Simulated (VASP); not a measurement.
# MgO (I4/mmm) in VASP: notebook

Runs on MgO. Level: r2SCAN. Tasks: single point.

Program: VASP 6.6.1. These are calculated values, not measurements. Logs are shortened: lines on timing, memory, paths and dates and some standing lists are left out, and cuts for length are marked.

## Step 1: The cell of the first run

Symmetry: I4/mmm, No. 139, tetragonal system. Conventional cell: a = 2.973 Å, b = 2.973 Å, c = 4.078 Å, α = 90.00°, β = 90.00°, γ = 90.00°. Mg (site symmetry 4/mmm) has 6 O at 2.04 to 2.10 Å within 2.7 Å. O (site symmetry 4/mmm) has 6 Mg at 2.04 to 2.10 Å within 2.7 Å.

## Step 2: Single point, r2SCAN (uniaxial z strain -3.0%)

POSCAR reads:

```
MgO
1.0
    0.0000000000      2.1021674155      2.0391023930
    2.1021674155      0.0000000000      2.0391023930
    2.1021674155      2.1021674155      0.0000000000
Mg O
1 1
Direct
    0.0000000000      0.0000000000      0.0000000000
    0.5000000000      0.5000000000      0.5000000000
```

INCAR.step1 reads:

```
PREC = Accurate ; ENCUT = 520
ISMEAR = 0 ; SIGMA = 0.01
LREAL = False ; LASPH = True
NELM = 100 ; NBANDS = 11
GGA = PE ; ALGO = Normal
EDIFF = 1E-4 ; LWAVE = True
LCHARG = False
```

INCAR.step2 reads:

```
PREC = Accurate ; ENCUT = 520
EDIFF = 1E-7 ; ISMEAR = 0
SIGMA = 0.01 ; LREAL = False
LASPH = True ; NELM = 100
ALGO = Normal ; ISIF = 2
LWAVE = False ; LCHARG = True
METAGGA = R2SCAN ; LMIXTAU = True
LELF = True ; LVHAR = True
NBANDS = 11 ; ISTART = 1
```

KPOINTS reads:

```
Automatic mesh
0
Gamma
  10 10 10
```

Potentials or basis: VASP PAW PBE potentials, release 64 (Mg, O).

Command:

```console
> cat potpaw_PBE.64/Mg/POTCAR potpaw_PBE.64/O/POTCAR > POTCAR
> cp INCAR.step1 INCAR
> mpirun -np 1 vasp_std > vasp.out
> cp INCAR.step2 INCAR
> mpirun -np 1 vasp_std > vasp.out
```

OUTCAR:

```text
PREC = Accurate
   ENCUT = 520
   EDIFF = 1E-7
   ISMEAR = 0
   LREAL = False
   LASPH = True
   NELM = 100
   ISIF = 2
   METAGGA = R2SCAN
   ISTART = 1

 ion  position               nearest neighbor table
   1  0.000  0.000  0.000-   2 2.04   2 2.04   2 2.10   2 2.10   2 2.10   2 2.10
   2  0.500  0.500  0.500-   1 2.04   1 2.04   1 2.10   1 2.10   1 2.10   1 2.10

  LATTYP: Found a body centered tetragonal cell.
 ALAT       =     2.9729136694
 C/A-ratio  =     1.3717871555

  Lattice vectors:

 A1 = (   0.0000000000,  -2.1021674155,  -2.0391023930)
 A2 = (   0.0000000000,   2.1021674155,  -2.0391023930)
 A3 = (   2.1021674155,   0.0000000000,   2.0391023930)

Analysis of symmetry for initial positions (statically):
=====================================================================
 Subroutine PRICEL returns:
 Original cell was already a primitive cell.

 Routine SETGRP: Setting up the symmetry group for a
 body centered tetragonal supercell.

 Subroutine GETGRP returns: Found 16 space group operations
 (whereof 16 operations were pure point group operations)
 out of a pool of 16 trial point group operations.

The static configuration has the point symmetry D_4h.

Analysis of symmetry for dynamics (positions and initial velocities):
=====================================================================
 Subroutine PRICEL returns:
 Original cell was already a primitive cell.

 Routine SETGRP: Setting up the symmetry group for a
 body centered tetragonal supercell.

 Subroutine GETGRP returns: Found 16 space group operations
 (whereof 16 operations were pure point group operations)
 out of a pool of 16 trial point group operations.

The dynamic configuration has the point symmetry D_4h.

 Subroutine INISYM returns: Found 16 space group operations
 (whereof 16 operations are pure point group operations),
 and found     1 'primitive' translations

----------------------------------------------------------------------------------------

                                     Primitive cell

  volume of cell :      18.0220

  direct lattice vectors                    reciprocal lattice vectors
     0.000000000  2.102167415  2.039102393    -0.237849753  0.237849753  0.245205931
     2.102167415  0.000000000  2.039102393     0.237849753 -0.237849753  0.245205931
     2.102167415  2.102167415  0.000000000     0.237849753  0.237849753 -0.245205931

  length of vectors
     2.928659491  2.928659491  2.972913669     0.416258283  0.416258283  0.416258283

  position of ions in fractional coordinates (direct lattice)
     0.000000000  0.000000000  0.000000000
     0.500000000  0.500000000  0.500000000

  ion indices of the primitive-cell ions
   primitive index   ion index
                 1           1
                 2           2

----------------------------------------------------------------------------------------

 KPOINTS: Automatic mesh

Automatic generation of k-mesh.
 Grid dimensions read from file:
 generate k-points for:   10   10   10

 Generating k-lattice:

  Cartesian coordinates                     Fractional coordinates (reciprocal lattice)
    -0.023784975  0.023784975  0.024520593     0.100000000  0.000000000  0.000000000
     0.023784975 -0.023784975  0.024520593     0.000000000  0.100000000  0.000000000
     0.023784975  0.023784975 -0.024520593     0.000000000  0.000000000  0.100000000

  Length of vectors
     0.041625828  0.041625828  0.041625828

  Shift w.r.t. Gamma in fractional coordinates (k-lattice)
     0.000000000  0.000000000  0.000000000

 Subroutine IBZKPT returns following result:
 ===========================================

 Found    102 irreducible k-points:

 Following reciprocal coordinates:
            Coordinates               Weight
  0.000000  0.000000  0.000000      1.000000
  0.100000  0.000000  0.000000      8.000000
  0.200000  0.000000  0.000000      8.000000
  0.300000  0.000000  0.000000      8.000000
  0.400000  0.000000  0.000000      8.000000
  0.500000  0.000000  0.000000      4.000000
[... 16 lines left out ...]
  0.300000  0.300000  0.000000      2.000000
  0.400000  0.300000  0.000000      8.000000
 [... further k-points ...]
   k-points           NKPTS =    102   k-points in BZ     NKDIM =    102   number of bands    NBANDS=     11
   number of dos      NEDOS =    301   number of ions     NIONS =      2
   total plane-waves  NPLWV =  13824
   dimension x,y,z NGX =    24 NGY =   24 NGZ =   24
   dimension x,y,z NGXF=    48 NGYF=   48 NGZF=   48
   ions per type =               1   1
   NGX,Y,Z   is equivalent  to a cutoff of  13.62, 13.62, 13.42 a.u.
   NGXF,Y,Z  is equivalent  to a cutoff of  27.25, 27.25, 26.84 a.u.
 SYSTEM =  unknown system
   PREC   = accura    normal or accurate (medium, high low for compatibility)
   ISTART =      1    job   : 0-new  1-cont  2-samecut
   ICHARG =      0    charge: 1-file 2-atom 10-const
   ISPIN  =      1    spin polarized calculation?
   LNONCOLLINEAR =      F non collinear calculations
   LSORBIT =      F    spin-orbit coupling
   LASPH  =      T    aspherical Exc in radial PAW
   ENCUT  =  520.0 eV  38.22 Ry    6.18 a.u.   5.45  5.45  5.53*2*pi/ulx,y,z
   NELM   =    100;   NELMIN=  2; NELMDL=  0     # of ELM steps
   EDIFF  = 0.1E-06   stopping-criterion for ELM
   LREAL  =      F    real-space projection
   EDIFFG = 0.1E-05   stopping-criterion for IOM
   NSW    =      0    number of steps for IOM
   IBRION =     -1    ionic relax: 0-MD 1-quasi-New 2-CG
   NFREE  =      0    steps in history (QN), initial steepest desc. (CG)
   ISIF   =      2    stress and relaxation
   ISYM   =      2    0-nonsym 1-usesym 2-fastsym
   POTIM  = 0.5000    time-step for ionic-motion
   TEBEG  =    0.0;   TEEND  =   0.0 temperature during run
   PSTRESS=    0.0 pullay stress
   NELECT =       8.0000    total number of electrons
   NUPDOWN=      -1.0000    fix difference up-down
   EMIN   =  10.00;   EMAX   =-10.00  energy-range for DOS
   EFERMI =   0.00;   METHOD = LEGACY
   ISMEAR =     0;   SIGMA  =   0.01  broadening in eV -4-tet -1-fermi 0-gaus
   EFERMI_NEDOS =   21; number of points for ismear=-14 and -15
   IALGO  =     38    algorithm
   IMIX   =      4    mixing-type and parameters
     AMIX     =   0.40;   BMIX     =  1.00
     AMIX_MAG =   1.60;   BMIX_MAG =  1.00
  volume/ion in A,a.u.               =       9.01        60.81
  Fermi-wavevector in a.u.,A,eV,Ry     =   1.248831  2.359948 21.219353  1.559578
  Thomas-Fermi vector in A             =   2.382899
   LORBIT       =      0    0 simple, 1 ext, 2 COOP (PROOUT), +10 PAW based schemes
   METAGGA = R2SCAN    functional components
   LHFCALC =     F    Hartree Fock is set to
   AEXX    =    0.0000 exact exchange contribution
   IVDW    =     0    specifies the selected vdW correction
   LEPSILON=     F    determine dielectric tensor
   LRPA    =     F    only Hartree local field effects (RPA)
 non-spin polarized calculation
 Gauss-broadening in eV      SIGMA  =   0.01
  energy-cutoff  :      520.00
  volume of cell :       18.02
 maximum number of plane-waves:       515
 NGX is ok and might be reduce to    24
   NGX = 11   NGY = 11   NGZ = 11

 number of electron       8.0000002 magnetization

 Free energy of the ion-electron system (eV)
  ---------------------------------------------------
  ext. energy  EPLUGINS =         0.00000000
  ---------------------------------------------------
  free energy    TOTEN  =       -16.14585119 eV

  energy without entropy =      -16.14585119  energy(sigma->0) =      -16.14585119

 E-fermi :   3.1348     XC(G=0): -11.7798

 val. band max:        3.0655199893   @ k =   0.0000   0.0000   0.0000
 cond. band min:       9.0114083198   @ k =   0.0000   0.0000   0.0000
 fundamental gap:      5.9458883305
 Fermi energy:         3.1348404708

 k-point     1 :       0.0000    0.0000    0.0000
  band No.  band energies     occupation
      1     -15.3458      2.00000
      2       2.9973      2.00000
      3       3.0655      2.00000
      4       3.0655      2.00000
      5       9.0114      0.00000
      6      19.9903      0.00000
      7      19.9903      0.00000
      8      20.3223      0.00000
      9      24.3522      0.00000
     10      25.6221      0.00000
     11      26.7014      0.00000

 k-point     2 :       0.1000    0.0000    0.0000
  band No.  band energies     occupation
      1     -15.2350      2.00000
      2       2.4024      2.00000
      3       2.9545      2.00000
      4       2.9852      2.00000
      5       9.6250      0.00000
      6      18.8427      0.00000
      7      20.2480      0.00000
      8      20.4852      0.00000
      9      25.0151      0.00000
     10      25.9236      0.00000
     11      26.1410      0.00000

 k-point     3 :       0.2000    0.0000    0.0000
  band No.  band energies     occupation
      1     -14.9309      2.00000
      2       1.0514      2.00000
      3       2.7809      2.00000
      4       2.7823      2.00000
      5      10.8343      0.00000
      6      17.3440      0.00000
      7      20.7475      0.00000
      8      21.0982      0.00000
      9      24.4642      0.00000
     10      25.1395      0.00000
     11      27.3971      0.00000

 k-point     4 :       0.3000    0.0000    0.0000
  band No.  band energies     occupation
      1     -14.5213      2.00000
      2      -0.3335      2.00000
      3       2.5446      2.00000
      4       2.5772      2.00000
      5      11.7564      0.00000
      6      16.7654      0.00000
      7      20.8384      0.00000
      8      21.4390      0.00000
      9      25.1068      0.00000
     10      25.4293      0.00000
     11      26.8477      0.00000

 k-point     5 :       0.4000    0.0000    0.0000
  band No.  band energies     occupation
      1     -14.1553      2.00000
      2      -1.3520      2.00000
      3       2.3616      2.00000
      4       2.4193      2.00000
      5      12.0544      0.00000
      6      17.0262      0.00000
      7      20.6108      0.00000
      8      21.3353      0.00000
      9      26.1531      0.00000
     10      26.5564      0.00000
     11      26.8454      0.00000
[... 211 lines left out ...]
 k-point    21 :      -0.3000    0.2000    0.0000
  band No.  band energies     occupation
      1     -14.0887      2.00000
      2      -0.6785      2.00000
      3       1.1702      2.00000
      4       2.2955      2.00000
      5      13.5637      0.00000
      6      16.4689      0.00000
      7      18.8558      0.00000
      8      21.7342      0.00000
      9      24.6937      0.00000
     10      25.8733      0.00000
     11      30.7290      0.00000

 k-point    22 :      -0.2000    0.2000    0.0000
  band No.  band energies     occupation
      1     -14.4184      2.00000
      2      -0.0471      2.00000
      3       1.6244      2.00000
      4       2.5365      2.00000
      5      12.7944      0.00000
      6      16.3367      0.00000
      7      19.7389      0.00000
      8      22.2022      0.00000
      9      22.7606      0.00000
     10      26.2482      0.00000
     11      30.6069      0.00000

 k-point    23 :       0.3000    0.3000    0.0000
  band No.  band energies     occupation
      1     -14.2683      2.00000
      2      -0.1936      2.00000
      3       1.9901      2.00000
      4       1.9901      2.00000
      5      13.2662      0.00000
      6      14.3460      0.00000
      7      19.4651      0.00000
      8      22.4985      0.00000
      9      22.4985      0.00000
     10      28.6061      0.00000
     11      33.2982      0.00000

 k-point    24 :       0.4000    0.3000    0.0000
  band No.  band energies     occupation
      1     -14.0108      2.00000
      2      -0.6356      2.00000
      3       1.6229      2.00000
      4       1.8215      2.00000
      5      13.8210      0.00000
      6      14.2790      0.00000
      7      18.5401      0.00000
      8      22.7803      0.00000
      9      23.0669      0.00000
     10      29.5358      0.00000
     11      32.6646      0.00000

 [... further k-points ...]
[... 5 lines left out ...]
  --------------------------------------------------------------------------------------
  -------------------------------------------------------------------------------------
  Total        0.2101538      0.2101538      1.1387084      0.0000000     -0.0000000      0.0000000
  in kB       18.6828957     18.6828957    101.2323891      0.0000000     -0.0000000      0.0000000
  external PRESSURE =      46.1993935 kB  Pullay stress =       0.0000000 kB

 VOLUME and BASIS-vectors are now :
 -----------------------------------------------------------------------------
  energy-cutoff  :      520.00
  volume of cell :       18.02
      direct lattice vectors                 reciprocal lattice vectors
     0.000000000  2.102167415  2.039102393    -0.237849753  0.237849753  0.245205931
     2.102167415  0.000000000  2.039102393     0.237849753 -0.237849753  0.245205931
     2.102167415  2.102167415  0.000000000     0.237849753  0.237849753 -0.245205931

 POSITION                                       TOTAL-FORCE (eV/Angst)
 -----------------------------------------------------------------------------------
      0.00000      0.00000      0.00000        -0.000000      0.000000      0.000000
      2.10217      2.10217      2.03910         0.000000      0.000000     -0.000000
 -----------------------------------------------------------------------------------
    total drift:                               -0.000000     -0.000000      0.000000

  FREE ENERGIE OF THE ION-ELECTRON SYSTEM (eV)
  ---------------------------------------------------
  free  energy   TOTEN  =       -16.1458511920 eV

  energy  without entropy=      -16.1458511920  energy(sigma->0) =      -16.14585119
```

Run time: 42 s. Hardware: 1 thread of Intel Xeon Platinum 8559C (Emerald Rapids), shared host; peak memory 0.15 GiB.

What came out:

| Item | Value |
| --- | --- |
| Free energy | -16.1459 eV |
| Pressure | 4.6 GPa |
| Band gap on the k mesh | 5.95 eV |

Caveat: the cell differs from its parent crystal (uniaxial z strain -3.0%); the cell stands under pressure; the PAW data sets were made with another functional, which shifts forces and pressure a little.

## Step 3: Single point, r2SCAN (uniaxial z strain -2.0%)

POSCAR reads:

```
MgO
1.0
    0.0000000000      2.1021674155      2.0601240671
    2.1021674155      0.0000000000      2.0601240671
    2.1021674155      2.1021674155      0.0000000000
Mg O
1 1
Direct
    0.0000000000      0.0000000000      0.0000000000
    0.5000000000      0.5000000000      0.5000000000
```

INCAR.step1 reads:

```
SYSTEM = MgO
ALGO     = Normal         ! electronic algorithm
EDIFF    = 1E-4           ! SCF threshold, eV
ENCUT    = 520            ! plane-wave cutoff, eV
GGA      = PE             ! functional
ISMEAR   = 0              ! smearing method
LASPH    = .TRUE.         ! aspherical terms in the spheres
LCHARG   = .FALSE.        ! write CHGCAR
LREAL    = .FALSE.        ! projectors in reciprocal space
LWAVE    = .TRUE.         ! write WAVECAR
NBANDS   = 11             ! bands
NELM     = 60             ! most SCF steps
PREC     = Accurate       ! precision mode
SIGMA    = 0.01           ! smearing width, eV
```

INCAR.step2 reads:

```
SYSTEM = MgO
ALGO     = Normal         ! electronic algorithm
EDIFF    = 1E-6           ! SCF threshold, eV
ENCUT    = 520            ! plane-wave cutoff, eV
ISIF     = 2              ! what is computed and relaxed
ISMEAR   = 0              ! smearing method
ISTART   = 1            
LASPH    = .TRUE.         ! aspherical terms in the spheres
LCHARG   = .FALSE.        ! write CHGCAR
LMIXTAU  = .TRUE.       
LREAL    = .FALSE.        ! projectors in reciprocal space
LWAVE    = .FALSE.        ! write WAVECAR
METAGGA  = R2SCAN         ! meta-GGA
NBANDS   = 11             ! bands
NELM     = 60             ! most SCF steps
PREC     = Accurate       ! precision mode
SIGMA    = 0.01           ! smearing width, eV
```

KPOINTS reads:

```
k-points
0
G
  10 10 10
  0 0 0
```

Potentials or basis: VASP PAW PBE potentials, release 64 (Mg, O).

Command:

```console
> cat potpaw_PBE.64/Mg/POTCAR potpaw_PBE.64/O/POTCAR > POTCAR
> cp INCAR.step1 INCAR
> mpirun -np 1 vasp_std > vasp.out
> cp INCAR.step2 INCAR
> mpirun -np 1 vasp_std > vasp.out
```

Run time: 38 s. Hardware: 1 thread of Intel Xeon Platinum 8559C (Emerald Rapids), shared host; peak memory 0.15 GiB.

It converged, with:

```yaml
Free_energy: -16.1554 eV
Pressure: 2.5 GPa
Band_gap_on_the_k_mesh: 5.85 eV
```

Stress tensor (GPa, compression positive):
```
0.83 0.00 0.00
0.00 0.83 0.00
0.00 0.00 5.90
```

Levels at points of the mesh, in eV from the valence-band top:
```csv
k point,band 2,band 3,band 4,band 5,band 6,band 7
"(0.00, 0.00, 0.00)",-0.05,0.00,0.00,5.85,16.90,16.90
"(0.50, 0.00, 0.00)",-4.74,-0.74,-0.70,8.95,14.10,17.45
"(0.50, 0.50, 0.00)",-4.17,-1.49,-1.49,9.91,11.32,14.75
"(0.50, 0.00, 0.50)",-4.25,-1.46,-1.33,10.13,11.35,14.47
```

Caveat: the cell differs from its parent crystal (uniaxial z strain -2.0%); the PAW data sets were made with another functional, which shifts forces and pressure a little.

[end of part 1 of 2]
